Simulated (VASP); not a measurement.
# ZnS3 (P4/mmm) in VASP: further runs

Runs on ZnS3. Level: PBE. Tasks: single point, relaxation of cell and atoms.

Everything below comes from runs of VASP 6.6.1. Logs are shortened: lines on timing, memory, paths and dates and some standing lists are left out, and cuts for length are marked.

### Step 1. The cell of the first run

The structure is tetragonal, space group P4/mmm (No. 123). The conventional cell has a = 3.242 Å, b = 3.242 Å, c = 6.129 Å, α = 90.00°, β = 90.00°, γ = 90.00°. Within 3.5 Å of Zn (site symmetry 4/mmm) lie 10 S at 2.69 to 3.06 Å and 4 Zn at 3.24 Å. S (site symmetry 4mm) has 4 Zn at 2.69 Å and 10 S at 2.81 to 3.31 Å within 3.5 Å. Within 3.7 Å of S (site symmetry 4/mmm) lie 12 S at 2.83 to 3.24 Å and 2 Zn at 3.06 Å.

The cell was built from a structure type or drawn by symmetry, and may not be a known phase.

### Step 2. Single point, PBE

File INCAR:

```
PREC     = Accurate       # precision mode
ENCUT    = 520            # plane-wave cutoff, eV
EDIFF    = 1E-6           # SCF threshold, eV
ISMEAR   = 0              # smearing method
SIGMA    = 0.1            # smearing width, eV
LREAL    = False          # projectors in reciprocal space
LASPH    = True           # aspherical terms in the spheres
NELM     = 80             # most SCF steps
ALGO     = Normal         # electronic algorithm
ISIF     = 2              # what is computed and relaxed
LWAVE    = False          # write WAVECAR
LCHARG   = False          # write CHGCAR
GGA      = PE             # functional
NBANDS   = 23             # bands
```

File KPOINTS:

```
regular mesh
0
Gamma
  6 6 4
```

File POSCAR:

```
ZnS3
1.0
    3.2423573091      0.0000000000      0.0000000000
    0.0000000000      3.2423573091      0.0000000000
    0.0000000000      0.0000000000      6.1289355620
Zn S
1 3
Direct
    0.5000000000      0.5000000000      0.5000000000
    0.0000000000      0.0000000000      0.7295865534
    0.0000000000      0.0000000000      0.2704134466
    0.5000000000      0.5000000000      0.0000000000
```

Potentials or basis: VASP PAW PBE potentials, release 64 (Zn, S).

Run with:

```console
cat potpaw_PBE.64/Zn/POTCAR potpaw_PBE.64/S/POTCAR > POTCAR
mpirun -np 1 vasp_std > vasp.out
```

OUTCAR:

```text
PREC = Accurate
   ENCUT = 520
   EDIFF = 1E-6
   ISMEAR = 0
   LREAL = False
   LASPH = True
   NELM = 80
   ISIF = 2
   GGA = PE

 ion  position               nearest neighbor table
   1  0.500  0.500  0.500-   2 2.69   3 2.69   2 2.69   3 2.69   2 2.69   3 2.69   2 2.69   3 2.69

   2  0.000  0.000  0.730-   1 2.69   1 2.69   1 2.69   1 2.69
   3  0.000  0.000  0.270-   1 2.69   1 2.69   1 2.69   1 2.69
   4  0.500  0.500  0.000-

  LATTYP: Found a simple tetragonal cell.
 ALAT       =     3.2423573091
 C/A-ratio  =     1.8902714839

  Lattice vectors:

 A1 = (   3.2423573091,   0.0000000000,   0.0000000000)
 A2 = (   0.0000000000,   3.2423573091,   0.0000000000)
 A3 = (   0.0000000000,   0.0000000000,   6.1289355620)

Analysis of symmetry for initial positions (statically):
=====================================================================
 Subroutine PRICEL returns:
 Original cell was already a primitive cell.

 Routine SETGRP: Setting up the symmetry group for a
 simple tetragonal supercell.

 Subroutine GETGRP returns: Found 16 space group operations
 (whereof 16 operations were pure point group operations)
 out of a pool of 16 trial point group operations.

The static configuration has the point symmetry D_4h.

Analysis of symmetry for dynamics (positions and initial velocities):
=====================================================================
 Subroutine PRICEL returns:
 Original cell was already a primitive cell.

 Routine SETGRP: Setting up the symmetry group for a
 simple tetragonal supercell.

 Subroutine GETGRP returns: Found 16 space group operations
 (whereof 16 operations were pure point group operations)
 out of a pool of 16 trial point group operations.

The dynamic configuration has the point symmetry D_4h.

 Subroutine INISYM returns: Found 16 space group operations
 (whereof 16 operations are pure point group operations),
 and found     1 'primitive' translations

----------------------------------------------------------------------------------------

                                     Primitive cell

  volume of cell :      64.4328

  direct lattice vectors                    reciprocal lattice vectors
     3.242357309  0.000000000  0.000000000     0.308417582  0.000000000  0.000000000
     0.000000000  3.242357309  0.000000000     0.000000000  0.308417582  0.000000000
     0.000000000  0.000000000  6.128935562     0.000000000  0.000000000  0.163160469

  length of vectors
     3.242357309  3.242357309  6.128935562     0.308417582  0.308417582  0.163160469

  position of ions in fractional coordinates (direct lattice)
     0.500000000  0.500000000  0.500000000
     0.000000000  0.000000000  0.729586553
     0.000000000  0.000000000  0.270413447
     0.500000000  0.500000000  0.000000000

  ion indices of the primitive-cell ions
   primitive index   ion index
                 1           1
                 2           2
                 3           3
                 4           4

----------------------------------------------------------------------------------------

 KPOINTS: regular mesh

Automatic generation of k-mesh.
 Grid dimensions read from file:
 generate k-points for:    6    6    4

 Generating k-lattice:

  Cartesian coordinates                     Fractional coordinates (reciprocal lattice)
     0.051402930  0.000000000  0.000000000     0.166666667  0.000000000  0.000000000
     0.000000000  0.051402930  0.000000000     0.000000000  0.166666667  0.000000000
     0.000000000  0.000000000  0.040790117     0.000000000  0.000000000  0.250000000

  Length of vectors
     0.051402930  0.051402930  0.040790117

  Shift w.r.t. Gamma in fractional coordinates (k-lattice)
     0.000000000  0.000000000  0.000000000

 Subroutine IBZKPT returns following result:
 ===========================================

 Found     30 irreducible k-points:

 Following reciprocal coordinates:
            Coordinates               Weight
  0.000000  0.000000  0.000000      1.000000
  0.166667  0.000000  0.000000      4.000000
  0.333333  0.000000  0.000000      4.000000
  0.500000  0.000000  0.000000      2.000000
  0.166667  0.166667  0.000000      4.000000
  0.333333  0.166667  0.000000      8.000000
[... 16 lines left out ...]
  0.333333  0.000000  0.500000      4.000000
  0.500000  0.000000  0.500000      2.000000
 [... further k-points ...]
   k-points           NKPTS =     30   k-points in BZ     NKDIM =     30   number of bands    NBANDS=     23
   number of dos      NEDOS =    301   number of ions     NIONS =      4
   total plane-waves  NPLWV =  27648
   dimension x,y,z NGX =    24 NGY =   24 NGZ =   48
   dimension x,y,z NGXF=    48 NGYF=   48 NGZF=   96
   ions per type =               1   3
   NGX,Y,Z   is equivalent  to a cutoff of  12.31, 12.31, 13.02 a.u.
   NGXF,Y,Z  is equivalent  to a cutoff of  24.61, 24.61, 26.04 a.u.
 SYSTEM =  unknown system
[... 41 lines left out ...]
 Gauss-broadening in eV      SIGMA  =   0.10
  energy-cutoff  :      520.00
  volume of cell :       64.43
 maximum number of plane-waves:      1760
   NGX = 13   NGY = 13   NGZ = 23

 number of electron      29.9999995 magnetization

 Free energy of the ion-electron system (eV)
  ---------------------------------------------------
  ext. energy  EPLUGINS =         0.00000000
  ---------------------------------------------------
  free energy    TOTEN  =       -10.86727081 eV

  energy without entropy =      -10.85305083  energy(sigma->0) =      -10.86016082

 E-fermi :   5.8964     XC(G=0): -11.0830

 val. band max:        5.8840314351   @ k =   0.1667   0.1667   0.0000
 cond. band min:       5.9201987635   @ k =   0.3333   0.0000   0.0000
 fundamental gap:      0.0361673284
 Fermi energy:         5.8964498593

 k-point     1 :       0.0000    0.0000    0.0000
  band No.  band energies     occupation
      1      -9.7131      2.00000
      2      -7.1337      2.00000
      3      -6.0111      2.00000
      4      -1.0875      2.00000
      5      -0.9432      2.00000
      6      -0.8814      2.00000
[... 15 lines left out ...]
     22      14.1029      0.00000
     23      15.3369      0.00000

 k-point     2 :       0.1667    0.0000    0.0000
  band No.  band energies     occupation
      1      -9.4110      2.00000
      2      -6.9274      2.00000
      3      -5.9490      2.00000
      4      -1.0961      2.00000
      5      -0.9171      2.00000
      6      -0.8997      2.00000
[... 15 lines left out ...]
     22      13.6583      0.00000
     23      14.4534      0.00000

 k-point     3 :       0.3333    0.0000    0.0000
  band No.  band energies     occupation
      1      -8.5593      2.00000
      2      -6.4412      2.00000
      3      -6.1514      2.00000
      4      -1.3615      2.00000
      5      -0.9394      2.00000
      6      -0.8758      2.00000
[... 15 lines left out ...]
     22      13.6546      0.00000
     23      15.8811      0.00000

 k-point     4 :       0.5000    0.0000    0.0000
  band No.  band energies     occupation
      1      -7.6337      2.00000
      2      -6.8706      2.00000
      3      -6.1431      2.00000
      4      -1.3008      2.00000
      5      -0.9956      2.00000
      6      -0.7990      2.00000
[... 15 lines left out ...]
     22      14.5978      0.00000
     23      14.6700      0.00000

 k-point     5 :       0.1667    0.1667    0.0000
  band No.  band energies     occupation
      1      -9.1167      2.00000
      2      -6.7225      2.00000
      3      -5.8905      2.00000
      4      -1.0302      2.00000
      5      -0.9609      2.00000
      6      -0.9190      2.00000
[... 434 lines left out ...]
 k-point    22 :       0.1667    0.0000    0.5000
  band No.  band energies     occupation
      1      -8.9079      2.00000
      2      -8.2887      2.00000
      3      -4.7435      2.00000
      4      -1.2278      2.00000
      5      -1.0689      2.00000
      6      -0.8676      2.00000
[... 15 lines left out ...]
     22      14.9495      0.00000
     23      15.1667      0.00000

 k-point    23 :       0.3333    0.0000    0.5000
  band No.  band energies     occupation
      1      -8.0489      2.00000
      2      -7.6706      2.00000
      3      -5.4909      2.00000
      4      -1.2980      2.00000
      5      -1.0483      2.00000
      6      -0.9379      2.00000
[... 15 lines left out ...]
     22      15.6766      0.00000
     23      16.4204      0.00000

 k-point    24 :       0.5000    0.0000    0.5000
  band No.  band energies     occupation
      1      -7.2630      2.00000
      2      -6.8189      2.00000
      3      -6.7407      2.00000
      4      -1.8923      2.00000
      5      -0.9942      2.00000
      6      -0.9838      2.00000
[... 15 lines left out ...]
     22      15.4632      0.00000
     23      16.6103      0.00000

 [... further k-points ...]

------------------------ aborting loop because EDIFF is reached ----------------------------------------

  FORCE on cell =-STRESS in cart. coord.  units (eV):
  Direction    XX          YY          ZZ          XY          YZ          ZX
  --------------------------------------------------------------------------------------
  -------------------------------------------------------------------------------------
  Total        0.0005390      0.0005390      0.0218168      0.0000000      0.0000000     -0.0000000
  in kB        0.0134028      0.0134028      0.5424935      0.0000000      0.0000000     -0.0000000
  external PRESSURE =       0.1897664 kB  Pullay stress =       0.0000000 kB

 VOLUME and BASIS-vectors are now :
 -----------------------------------------------------------------------------
  energy-cutoff  :      520.00
  volume of cell :       64.43
      direct lattice vectors                 reciprocal lattice vectors
     3.242357309  0.000000000  0.000000000     0.308417582  0.000000000  0.000000000
     0.000000000  3.242357309  0.000000000     0.000000000  0.308417582  0.000000000
     0.000000000  0.000000000  6.128935562     0.000000000  0.000000000  0.163160469

 POSITION                                       TOTAL-FORCE (eV/Angst)
 -----------------------------------------------------------------------------------
      1.62118      1.62118      3.06447        -0.000000     -0.000000      0.000000
      0.00000      0.00000      4.47159         0.000000     -0.000000     -0.006696
      0.00000      0.00000      1.65735        -0.000000      0.000000      0.006696
      1.62118      1.62118      0.00000        -0.000000     -0.000000      0.000000
 -----------------------------------------------------------------------------------
    total drift:                                0.000000      0.000000     -0.000000

  FREE ENERGIE OF THE ION-ELECTRON SYSTEM (eV)
  ---------------------------------------------------
  free  energy   TOTEN  =       -10.8672708079 eV

  energy  without entropy=      -10.8530508338  energy(sigma->0) =      -10.86016082
```

Wall time 42 s (1 thread of Intel Xeon Platinum 8259CL at 2.50GHz (Skylake/Cascade Lake), shared host); peak memory 0.18 GiB.

What came out:

```yaml
Free_energy: -10.8673 eV
Pressure: 0.0 GPa
Largest_force: 0.007 eV/Å
Band_gap_on_the_k_mesh: zero (bands 15 and 16 overlap by 2.83 eV)
```

Forces on the atoms (eV/Å):
```
Zn   0.000  0.000  0.000
S    0.000  0.000 -0.007
S    0.000  0.000  0.007
S    0.000  0.000  0.000
```

Levels at points of the mesh, in eV from the Fermi level:
```
           k point  band 13  band 14  band 15  band 16  band 17  band 18
(0.00, 0.00, 0.00)    -0.29    -0.29     0.62     0.85     0.85     2.20
(0.50, 0.00, 0.00)    -0.25    -0.23     0.15     0.29     0.88     2.82
(0.50, 0.50, 0.00)    -2.92    -2.75    -2.05    -2.05    -0.48     0.79
(0.00, 0.00, 0.50)    -1.54    -1.44    -1.38     1.83     1.83     3.69
(0.50, 0.00, 0.50)    -1.06    -0.27    -0.22    -0.21     1.74     3.87
(0.50, 0.50, 0.50)    -3.18    -2.18    -1.38     0.14     0.14     1.51
```

### Step 3. Single point, PBE

This run uses another cell than the first one, of 20.96 Å³/atom.

File INCAR:

```
SYSTEM = ZnS3
  PREC = Accurate
  ENCUT = 520
  EDIFF = 1E-6
  ISMEAR = 0
  SIGMA = 0.1
  LREAL = .FALSE.
  LASPH = .TRUE.
  NELM = 60
  ALGO = Normal
  ISIF = 2
  LWAVE = .FALSE.
  LCHARG = .FALSE.
  GGA = PE
  NBANDS = 23
```

File KPOINTS:

```
Automatic mesh
0
G
  6 6 4
  0 0 0
```

File POSCAR:

```
ZnS3
1.0
    3.4587501600      0.0000000000      0.0000000000
    0.0000000000      3.4587501600      0.0000000000
    0.0000000000      0.0000000000      7.0095287900
Zn S
1 3
Direct
    0.5000000000      0.5000000000      0.5000000000
    0.0000000000      0.0000000000      0.7474227500
    0.0000000000      0.0000000000      0.2525772500
    0.5000000000      0.5000000000      0.0000000000
```

Potentials or basis: VASP PAW PBE potentials, release 64 (Zn, S).

Run with:

```console
cat potpaw_PBE.64/Zn/POTCAR potpaw_PBE.64/S/POTCAR > POTCAR
mpirun -np 1 vasp_std > vasp.out
```

Run time: 67 s. Hardware: 1 thread of Intel Xeon Platinum 8259CL at 2.50GHz (Skylake/Cascade Lake), shared host; peak memory 0.21 GiB.

Results (log left out):

| Quantity | Value |
| --- | --- |
| Free energy | -9.8791 eV |
| Pressure | -11.7 GPa |
| Largest force | 0.274 eV/Å |
| Band gap on the k mesh | zero (bands 15 and 16 overlap by 1.63 eV) |

Forces on the atoms (eV/Å):
```
Zn   0.000  0.000  0.000
S    0.000  0.000 -0.274
S    0.000  0.000  0.274
S    0.000  0.000  0.000
```

Stress tensor (GPa, compression positive):
```
-11.17   0.00   0.00
  0.00 -11.17   0.00
  0.00   0.00 -12.73
```

Levels at points of the mesh, in eV from the Fermi level:
```csv
k point,band 12,band 13,band 14,band 15,band 16,band 17,band 18,band 19
"(0.00, 0.00, 0.00)",-1.84,-0.23,-0.23,0.14,0.93,0.93,1.43,6.02
"(0.50, 0.00, 0.00)",-0.36,-0.33,-0.20,-0.19,0.14,0.56,1.53,5.38
"(0.50, 0.50, 0.00)",-2.34,-2.29,-1.82,-1.04,-1.04,-0.14,0.05,5.03
"(0.00, 0.00, 0.50)",-1.53,-1.51,-0.68,-0.68,1.29,1.29,2.68,5.05
"(0.50, 0.00, 0.50)",-2.49,-1.01,-0.19,-0.07,0.01,1.00,2.43,4.97
"(0.50, 0.50, 0.50)",-3.29,-2.11,-1.33,-1.25,0.02,0.02,0.79,3.99
```

Caveat: the cell stands under tension.

### Step 4. Relaxation of cell and atoms, PBE

This run uses another cell than the first one, of 20.96 Å³/atom.

File INCAR:

```
SYSTEM = ZnS3
PREC = Accurate ; ENCUT = 600
EDIFF = 1E-7 ; ISMEAR = 0
SIGMA = 0.1 ; LREAL = .False.
LASPH = .True. ; NELM = 60
ALGO = Normal ; ISIF = 3
LWAVE = .False. ; LCHARG = .False.
GGA = PE ; IBRION = 2
NSW = 90 ; EDIFFG = -0.04
```

File KPOINTS:

```
Automatic mesh
0
Gamma
  6 6 4
  0 0 0
```

POSCAR is that of step 3.

Run with:

```console
cat potpaw_PBE.64/Zn/POTCAR potpaw_PBE.64/S/POTCAR > POTCAR
mpirun -np 1 vasp_std > vasp.out
```

Wall time 22 min (1 thread of Intel Xeon Platinum 8259CL at 2.50GHz (Skylake/Cascade Lake), shared host); peak memory 0.24 GiB.

Results (log left out):

```yaml
Free_energy: -11.7198 eV
Relaxed_volume: 21.55 Å³/atom
Relaxed_cell: a = 4.311 Å, b = 4.311 Å, c = 4.638 Å, α = 90.00°, β = 90.00°, γ = 90.00°
Space_group_after_relaxing_to_0.1_Å: P4/mmm (No. 123)
Energy_gained_by_relaxing: 460.2 meV/atom
Ionic_steps: 42
Pressure_after_relaxing: 0.0 GPa
Largest_force_after_relaxing: 0.005 eV/Å
Band_gap_on_the_k_mesh: zero (bands 15 and 16 overlap by 2.06 eV)
```

Forces in eV/Å, atoms in the order of the input:
```
Zn   0.000  0.000  0.000
S    0.000  0.000  0.005
S    0.000  0.000 -0.005
S    0.000  0.000  0.000
```

Stress tensor (GPa, compression positive):
```
 0.11  0.00  0.00
 0.00  0.11  0.00
 0.00  0.00 -0.16
```

The path:
| step | energy change (eV) | largest force (eV/Å) | pressure (GPa) | volume (Å³) |
| --- | --- | --- | --- | --- |
| 1 | 0.0000 | 0.2747 | -11.67 | 83.85 |
| 3 | -0.9646 | 0.1776 | -0.14 | 63.92 |
| 5 | -0.9706 | 0.1446 | 0.34 | 63.58 |
| 7 | -0.9787 | 0.1565 | 1.17 | 63.64 |
| 9 | -1.0011 | 0.2808 | -1.48 | 66.56 |
| 11 | -1.0148 | 0.5988 | -4.18 | 71.18 |
| 13 | -1.0272 | 0.6533 | -4.43 | 72.10 |
| 15 | -1.0911 | 0.5755 | -4.62 | 75.82 |
| 17 | -1.0954 | 0.4762 | -4.55 | 76.42 |
| 19 | -1.1130 | 0.2624 | -4.05 | 76.68 |
| 21 | -1.1442 | 1.2141 | 0.39 | 73.91 |
| 23 | -1.1606 | 0.5614 | -1.36 | 74.86 |
| 25 | -1.1993 | 0.4892 | -0.84 | 73.60 |
| 27 | -1.2933 | 0.0948 | 2.96 | 68.05 |
| 29 | -1.3714 | 0.4199 | 2.52 | 68.34 |
| 31 | -1.5009 | 1.1442 | 2.41 | 69.12 |
| 33 | -1.5990 | 0.4666 | 7.37 | 73.08 |
| 35 | -1.6554 | 0.7612 | 5.25 | 72.27 |
| 37 | -1.8248 | 0.2516 | 1.78 | 82.45 |
| 39 | -1.8305 | 0.6322 | -0.95 | 86.52 |
| 41 | -1.8405 | 0.0535 | 0.13 | 85.82 |
| 42 | -1.8408 | 0.0048 | 0.02 | 86.21 |

Final structure:
```yaml
crystal:
  lattice:
    - [4.31131, 0.00000, 0.00000]
    - [0.00000, 4.31131, 0.00000]
    - [0.00000, 0.00000, 4.63822]
  atoms:
    - { symbol: Zn, position: [0.50000, 0.50000, 0.50000] }
    - { symbol: S, position: [0.00000, 0.00000, 0.70942] }
    - { symbol: S, position: [0.00000, 0.00000, 0.29058] }
    - { symbol: S, position: [0.50000, 0.50000, 0.00000] }
```

Levels at points of the mesh, in eV from the Fermi level:
| k point | band 13 | band 14 | band 15 | band 16 | band 17 | band 18 |
| --- | --- | --- | --- | --- | --- | --- |
| (0.00, 0.00, 0.00) | -1.08 | -0.85 | -0.85 | 0.19 | 0.19 | 4.03 |
| (0.50, 0.00, 0.00) | -1.92 | -1.71 | 0.29 | 0.39 | 0.47 | 3.67 |
| (0.50, 0.50, 0.00) | -0.93 | -0.93 | -0.56 | -0.36 | -0.36 | 5.40 |
| (0.00, 0.00, 0.50) | -2.29 | -2.29 | 0.64 | 0.64 | 1.87 | 3.69 |
| (0.50, 0.00, 0.50) | -1.52 | -1.41 | -1.17 | -1.05 | 2.11 | 2.16 |
| (0.50, 0.50, 0.50) | -3.35 | -2.77 | 1.01 | 1.01 | 2.15 | 4.46 |

Caveat: a cell axis changed by over 15 % at a fixed basis, so the end point is rough.

### Step 5. Summary

| task | cell | cutoff (eV) | gap on the mesh (eV) | pressure (GPa) | largest force (eV/Å) |
| --- | --- | --- | --- | --- | --- |
| single point | a = 3.242, b = 3.242, c = 6.129 Å, 4 atoms, atomic positions A | 520 | none | 0.0 | 0.01 |
| single point | a = 3.459, b = 3.459, c = 7.010 Å, 4 atoms, atomic positions B | 520 | none | -11.7 | 0.27 |
| relaxation of cell and atoms | relaxed from a = 3.459, b = 3.459, c = 7.010 Å, 4 atoms, atomic positions B | 600 | none | 0.0 | - |

Alike in all rows: level PBE; potentials or basis VASP PAW PBE potentials, release 64 (Zn, S); no spin polarisation; k mesh 6 × 6 × 4; smearing gaussian 0.1 eV.

Caveats: the cell stands under tension (at least some runs); a cell axis changed by over 15 % at a fixed basis, so the end point is rough (at least some runs).

Total energies depend on the potentials used, so only differences within one code and one set of settings carry meaning.
